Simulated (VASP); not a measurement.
# Be5Te (P3) in VASP: single point with PBE

Aim: the single point of Be5Te with PBE.

All numbers are computed with VASP 6.6.1; they aren't measurements. Logs are shortened: lines on timing, memory, paths and dates and some standing lists are left out, and cuts for length are marked.

**1. The cell of the first run**

It takes space group P3 (No. 143, trigonal). The conventional cell has a = 4.013 Å, b = 4.013 Å, c = 13.920 Å, α = 90.00°, β = 90.00°, γ = 120.00°. Within 3.0 Å of Be (site symmetry 3) lie 15 Be at 2.27 to 2.76 Å. Within 3.0 Å of Be (site symmetry 1) lie 9 Be at 2.25 to 2.37 Å. Within 2.8 Å of Be (site symmetry 3) lie 12 Be at 2.13 to 2.32 Å. Within 2.8 Å of Be (site symmetry 3) lie 12 Be at 2.13 to 2.32 Å. Within 2.8 Å of Be (site symmetry 1) lie 8 Be at 2.01 to 2.76 Å and 2 Te at 2.50 to 2.64 Å. Within 3.1 Å of Be (site symmetry 3) lie 3 Te at 2.33 Å. Te (site symmetry 3) has 3 Be at 2.33 Å within 3.1 Å. Te (site symmetry 3) has 7 Be at 2.50 to 3.41 Å within 3.5 Å.

**2. Single point, PBE**

Contents of INCAR:

```
PREC = Accurate ; ENCUT = 520
EDIFF = 1E-6 ; ISMEAR = 0
SIGMA = 0.01 ; LREAL = F
LASPH = T ; NELM = 80
ALGO = Normal ; ISIF = 2
LWAVE = F ; LCHARG = F
GGA = PE ; NBANDS = 28
```

Contents of KPOINTS:

```
regular mesh
0
Gamma
  12 12 4
```

Contents of POSCAR:

```
Be5Te
1.0
    4.0126790510      0.0000000000      0.0000000000
   -2.0063395255      3.4750819954      0.0000000000
    0.0000000000      0.0000000000     13.9197496785
Be Te
10 2
Direct
    0.3333333333      0.6666666667      0.0190658967
    0.3331585193      0.3250880416      0.8894767445
    0.0000000000      0.0000000000      0.0204120275
    0.9919295223      0.6668414807      0.8894767445
    0.6666666667      0.3333333333      0.0202885142
    0.8555045069      0.6666472005      0.1484323695
    0.3333527995      0.1888573064      0.1484323695
    0.8111426936      0.1444954931      0.1484323695
    0.6749119584      0.0080704777      0.8894767445
    0.3333333333      0.6666666667      0.5757429223
    0.6666666667      0.3333333333      0.5609186842
    0.3333333333      0.6666666667      0.2638446129
```

Potentials or basis: VASP PAW PBE potentials, release 64 (Be, Te).

Started as:

```bash
cat potpaw_PBE.64/Be/POTCAR potpaw_PBE.64/Te/POTCAR > POTCAR
mpirun -np 1 vasp_std > vasp.out
```

OUTCAR:

```text
PREC = Accurate
   ENCUT = 520
   EDIFF = 1E-6
   ISMEAR = 0
   LREAL = F
   LASPH = T
   NELM = 80
   ISIF = 2
   GGA = PE

 ion  position               nearest neighbor table
   1  0.333  0.667  0.019-   4 2.27   9 2.27   2 2.27   5 2.32   5 2.32   5 2.32   3 2.32   3 2.32
                             3 2.32
   2  0.333  0.325  0.889-   5 2.25   3 2.25   1 2.27   9 2.29   4 2.29   9 2.29   4 2.29   4 2.37
                             9 2.37
   3  0.000  0.000  0.020-   7 2.13   8 2.13   6 2.13   9 2.25   2 2.25   4 2.25   5 2.32   5 2.32
                             5 2.32   1 2.32   1 2.32   1 2.32
   4  0.992  0.667  0.889-   5 2.25   3 2.25   1 2.27   9 2.29   2 2.29   2 2.29   9 2.29   9 2.37
                             2 2.37
   5  0.667  0.333  0.020-   8 2.13   6 2.13   7 2.13   9 2.25   4 2.25   2 2.25   3 2.32   3 2.32
                             3 2.32   1 2.32   1 2.32   1 2.32
   6  0.856  0.667  0.148-   7 2.01   8 2.01   8 2.01   7 2.01   3 2.13   5 2.13  12 2.50  12 2.64

   7  0.333  0.189  0.148-   8 2.01   6 2.01   8 2.01   6 2.01   3 2.13   5 2.13  12 2.50  12 2.64

   8  0.811  0.144  0.148-   7 2.01   6 2.01   7 2.01   6 2.01   3 2.13   5 2.13  12 2.50  12 2.64

   9  0.675  0.008  0.889-   5 2.25   3 2.25   1 2.27   2 2.29   4 2.29   2 2.29   4 2.29   4 2.37
                             2 2.37
  10  0.333  0.667  0.576-  11 2.33  11 2.33  11 2.33
  11  0.667  0.333  0.561-  10 2.33  10 2.33  10 2.33
  12  0.333  0.667  0.264-   6 2.50   8 2.50   7 2.50   7 2.64   8 2.64   6 2.64

  LATTYP: Found a hexagonal cell.
 ALAT       =     4.0126790510
 C/A-ratio  =     3.4689416975

  Lattice vectors:

 A1 = (   4.0126790510,   0.0000000000,   0.0000000000)
 A2 = (  -2.0063395255,   3.4750819954,   0.0000000000)
 A3 = (   0.0000000000,   0.0000000000,  13.9197496785)

Analysis of symmetry for initial positions (statically):
=====================================================================
 Subroutine PRICEL returns:
 Original cell was already a primitive cell.

 Routine SETGRP: Setting up the symmetry group for a
 hexagonal supercell.

 Subroutine GETGRP returns: Found  3 space group operations
 (whereof  3 operations were pure point group operations)
 out of a pool of 24 trial point group operations.

The static configuration has the point symmetry C_3 .

Analysis of symmetry for dynamics (positions and initial velocities):
=====================================================================
 Subroutine PRICEL returns:
 Original cell was already a primitive cell.

 Routine SETGRP: Setting up the symmetry group for a
 hexagonal supercell.

 Subroutine GETGRP returns: Found  3 space group operations
 (whereof  3 operations were pure point group operations)
 out of a pool of 24 trial point group operations.

The dynamic configuration has the point symmetry C_3 .

 Subroutine INISYM returns: Found  3 space group operations
 (whereof  3 operations are pure point group operations),
 and found     1 'primitive' translations

----------------------------------------------------------------------------------------

                                     Primitive cell

  volume of cell :     194.1024

  direct lattice vectors                    reciprocal lattice vectors
     4.012679051  0.000000000  0.000000000     0.249210063  0.143881497  0.000000000
    -2.006339526  3.475081995  0.000000000     0.000000000  0.287762994  0.000000000
     0.000000000  0.000000000 13.919749679     0.000000000  0.000000000  0.071840372

  length of vectors
     4.012679051  4.012679051 13.919749679     0.287762994  0.287762994  0.071840372

  position of ions in fractional coordinates (direct lattice)
     0.333333333  0.666666667  0.019065897
     0.333158519  0.325088042  0.889476745
     0.000000000  0.000000000  0.020412028
     0.991929522  0.666841481  0.889476745
     0.666666667  0.333333333  0.020288514
     0.855504507  0.666647201  0.148432370
     0.333352799  0.188857306  0.148432370
     0.811142694  0.144495493  0.148432370
     0.674911958  0.008070478  0.889476745
     0.333333333  0.666666667  0.575742922
     0.666666667  0.333333333  0.560918684
     0.333333333  0.666666667  0.263844613

  ion indices of the primitive-cell ions
   primitive index   ion index
                 1           1
                 2           2
                 3           3
                 4           4
                 5           5
                 6           6
                 7           7
                 8           8
                 9           9
                10          10
                11          11
                12          12

----------------------------------------------------------------------------------------

 KPOINTS: regular mesh

Automatic generation of k-mesh.
 Grid dimensions read from file:
 generate k-points for:   12   12    4

 Generating k-lattice:

  Cartesian coordinates                     Fractional coordinates (reciprocal lattice)
     0.020767505  0.011990125  0.000000000     0.083333333  0.000000000  0.000000000
     0.000000000  0.023980250  0.000000000     0.000000000  0.083333333  0.000000000
     0.000000000  0.000000000  0.017960093     0.000000000  0.000000000  0.250000000

  Length of vectors
     0.023980250  0.023980250  0.017960093

  Shift w.r.t. Gamma in fractional coordinates (k-lattice)
     0.000000000  0.000000000  0.000000000

 Subroutine IBZKPT returns following result:
 ===========================================

 Found    102 irreducible k-points:

 Following reciprocal coordinates:
            Coordinates               Weight
  0.000000  0.000000  0.000000      1.000000
  0.083333  0.000000  0.000000      6.000000
  0.166667  0.000000  0.000000      6.000000
  0.250000  0.000000  0.000000      6.000000
  0.333333  0.000000  0.000000      6.000000
  0.416667  0.000000  0.000000      6.000000
[... 16 lines left out ...]
  0.250000  0.250000  0.000000      6.000000
  0.333333  0.250000  0.000000      6.000000
 [... further k-points ...]
   k-points           NKPTS =    102   k-points in BZ     NKDIM =    102   number of bands    NBANDS=     28
   number of dos      NEDOS =    301   number of ions     NIONS =     12
   total plane-waves  NPLWV =  97200
   dimension x,y,z NGX =    30 NGY =   30 NGZ =  108
   dimension x,y,z NGXF=    60 NGYF=   60 NGZF=  216
   ions per type =              10   2
   NGX,Y,Z   is equivalent  to a cutoff of  12.43, 12.43, 12.90 a.u.
   NGXF,Y,Z  is equivalent  to a cutoff of  24.86, 24.86, 25.80 a.u.
 SYSTEM =  unknown system
   PREC   = accura    normal or accurate (medium, high low for compatibility)
   ISTART =      0    job   : 0-new  1-cont  2-samecut
   ICHARG =      2    charge: 1-file 2-atom 10-const
   ISPIN  =      1    spin polarized calculation?
   LNONCOLLINEAR =      F non collinear calculations
   LSORBIT =      F    spin-orbit coupling
   LASPH  =      T    aspherical Exc in radial PAW
   ENCUT  =  520.0 eV  38.22 Ry    6.18 a.u.   7.46  7.46 25.88*2*pi/ulx,y,z
   NELM   =     80;   NELMIN=  2; NELMDL= -5     # of ELM steps
   EDIFF  = 0.1E-05   stopping-criterion for ELM
   LREAL  =      F    real-space projection
   EDIFFG = 0.1E-04   stopping-criterion for IOM
   NSW    =      0    number of steps for IOM
   IBRION =     -1    ionic relax: 0-MD 1-quasi-New 2-CG
   NFREE  =      0    steps in history (QN), initial steepest desc. (CG)
   ISIF   =      2    stress and relaxation
   ISYM   =      2    0-nonsym 1-usesym 2-fastsym
   POTIM  = 0.5000    time-step for ionic-motion
   TEBEG  =    0.0;   TEEND  =   0.0 temperature during run
   PSTRESS=    0.0 pullay stress
   NELECT =      32.0000    total number of electrons
   NUPDOWN=      -1.0000    fix difference up-down
   EMIN   =  10.00;   EMAX   =-10.00  energy-range for DOS
   EFERMI =   0.00;   METHOD = LEGACY
   ISMEAR =     0;   SIGMA  =   0.01  broadening in eV -4-tet -1-fermi 0-gaus
   EFERMI_NEDOS =   21; number of points for ismear=-14 and -15
   IALGO  =     38    algorithm
   IMIX   =      4    mixing-type and parameters
     AMIX     =   0.40;   BMIX     =  1.00
     AMIX_MAG =   1.60;   BMIX_MAG =  1.00
  volume/ion in A,a.u.               =      16.18       109.16
  Fermi-wavevector in a.u.,A,eV,Ry     =   0.897665  1.696342 10.963620  0.805803
  Thomas-Fermi vector in A             =   2.020278
   LORBIT       =      0    0 simple, 1 ext, 2 COOP (PROOUT), +10 PAW based schemes
   GGA     = PE    functional components
   LHFCALC =     F    Hartree Fock is set to
   AEXX    =    0.0000 exact exchange contribution
   IVDW    =     0    specifies the selected vdW correction
   LEPSILON=     F    determine dielectric tensor
   LRPA    =     F    only Hartree local field effects (RPA)
 non-spin polarized calculation
 Gauss-broadening in eV      SIGMA  =   0.01
  energy-cutoff  :      520.00
  volume of cell :      194.10
 maximum number of plane-waves:      5274
 NGX is ok and might be reduce to    30
   NGX = 15   NGY = 15   NGZ = 51

 number of electron      32.0000000 magnetization

 Free energy of the ion-electron system (eV)
  ---------------------------------------------------
  ext. energy  EPLUGINS =         0.00000000
  ---------------------------------------------------
  free energy    TOTEN  =       -42.18104115 eV

  energy without entropy =      -42.18104115  energy(sigma->0) =      -42.18104115

 E-fermi :   4.2033     XC(G=0):  -8.4840

 val. band max:        4.1448746380   @ k =   0.0833   0.0000   0.2500
 cond. band min:       4.3239685863   @ k =   0.5000   0.0000   0.5000
 fundamental gap:      0.1790939483
 Fermi energy:         4.2033206916

 k-point     1 :       0.0000    0.0000    0.0000
  band No.  band energies     occupation
      1      -9.3287      2.00000
      2      -8.2877      2.00000
      3      -5.6949      2.00000
      4      -3.4587      2.00000
      5      -0.4797      2.00000
      6       0.5958      2.00000
[... 20 lines left out ...]
     27       7.8318      0.00000
     28       8.3192      0.00000

 k-point     2 :       0.0833    0.0000    0.0000
  band No.  band energies     occupation
      1      -9.2753      2.00000
      2      -8.2384      2.00000
      3      -5.6329      2.00000
      4      -3.4006      2.00000
      5      -0.4305      2.00000
      6       0.3188      2.00000
[... 20 lines left out ...]
     27       8.0414      0.00000
     28       8.2626      0.00000

 k-point     3 :       0.1667    0.0000    0.0000
  band No.  band energies     occupation
      1      -9.1211      2.00000
      2      -8.0965      2.00000
      3      -5.4487      2.00000
      4      -3.2332      2.00000
      5      -0.6361      2.00000
      6      -0.3016      2.00000
[... 20 lines left out ...]
     27       8.5556      0.00000
     28       8.6491      0.00000

 k-point     4 :       0.2500    0.0000    0.0000
  band No.  band energies     occupation
      1      -8.8856      2.00000
      2      -7.8825      2.00000
      3      -5.1494      2.00000
      4      -2.9948      2.00000
      5      -1.6154      2.00000
      6      -0.3750      2.00000
[... 578 lines left out ...]
     27       9.5737      0.00000
     28      10.1233      0.00000

 k-point    23 :       0.2500    0.2500    0.0000
  band No.  band energies     occupation
      1      -8.2929      2.00000
      2      -7.3613      2.00000
      3      -4.2059      2.00000
      4      -2.7615      2.00000
      5      -2.5239      2.00000
      6      -1.7432      2.00000
[... 20 lines left out ...]
     27       9.2495      0.00000
     28       9.7629      0.00000

 k-point    24 :       0.3333    0.2500    0.0000
  band No.  band energies     occupation
      1      -8.1580      2.00000
      2      -7.2472      2.00000
      3      -3.8368      2.00000
      4      -3.0911      2.00000
      5      -2.4942      2.00000
      6      -1.9916      2.00000
[... 20 lines left out ...]
     27       9.5914      0.00000
     28      10.0853      0.00000

 [... further k-points ...]
[... 5 lines left out ...]
  --------------------------------------------------------------------------------------
  -------------------------------------------------------------------------------------
  Total        0.1539445      0.1539445      0.1724023      0.0000000      0.0000000     -0.0000000
  in kB        1.2707022      1.2707022      1.4230581      0.0000002      0.0000000     -0.0000000
  external PRESSURE =       1.3214875 kB  Pullay stress =       0.0000000 kB

 VOLUME and BASIS-vectors are now :
 -----------------------------------------------------------------------------
  energy-cutoff  :      520.00
  volume of cell :      194.10
      direct lattice vectors                 reciprocal lattice vectors
     4.012679051  0.000000000  0.000000000     0.249210063  0.143881497  0.000000000
    -2.006339526  3.475081995  0.000000000     0.000000000  0.287762994  0.000000000
     0.000000000  0.000000000 13.919749679     0.000000000  0.000000000  0.071840372

 POSITION                                       TOTAL-FORCE (eV/Angst)
 -----------------------------------------------------------------------------------
     -0.00000      2.31672      0.26539         0.000000      0.000000      0.007056
      0.68462      1.12971     12.38129        -0.000536      0.000589     -0.006556
      0.00000      0.00000      0.28413         0.000000      0.000000     -0.006814
      2.64238      2.31733     12.38129         0.000778      0.000170     -0.006556
      2.00634      1.15836      0.28241         0.000000      0.000000     -0.007509
      2.09534      2.31665      2.06614        -0.002730     -0.000264     -0.003867
      0.95873      0.65629      2.06614         0.001593     -0.002233     -0.003867
      2.96495      0.50213      2.06614         0.001137      0.002496     -0.003867
      2.69201      0.02805     12.38129        -0.000242     -0.000759     -0.006556
     -0.00000      2.31672      8.01420         0.000000      0.000000      0.002755
      2.00634      1.15836      7.80785         0.000000      0.000000     -0.002639
     -0.00000      2.31672      3.67265         0.000000      0.000000      0.038421
 -----------------------------------------------------------------------------------
    total drift:                                0.000000      0.000000      0.000333

  FREE ENERGIE OF THE ION-ELECTRON SYSTEM (eV)
  ---------------------------------------------------
  free  energy   TOTEN  =       -42.1810411514 eV

  energy  without entropy=      -42.1810411514  energy(sigma->0) =      -42.18104115
```

Wall time 11 min (1 thread of Oxide Virtual Turin-like, shared host); peak memory 0.56 GiB.

What came out:

* Free energy: -42.1810 eV
* Pressure: 0.1 GPa
* Largest force: 0.038 eV/Å
* Band gap on the k mesh: 0.18 eV (least direct gap 0.52 eV)

Forces on the atoms (eV/Å):
```
Be   0.000  0.000  0.007
Be  -0.001  0.001 -0.007
Be   0.000  0.000 -0.007
Be   0.001  0.000 -0.007
Be   0.000  0.000 -0.008
Be  -0.003  0.000 -0.004
Be   0.002 -0.002 -0.004
Be   0.001  0.002 -0.004
Be   0.000 -0.001 -0.007
Be   0.000  0.000  0.003
Te   0.000  0.000 -0.003
Te   0.000  0.000  0.038
```

Caveat: semilocal functionals underestimate gaps, and a narrow one can read as zero; spin-orbit coupling is left out, which moves the levels of the heavy elements.
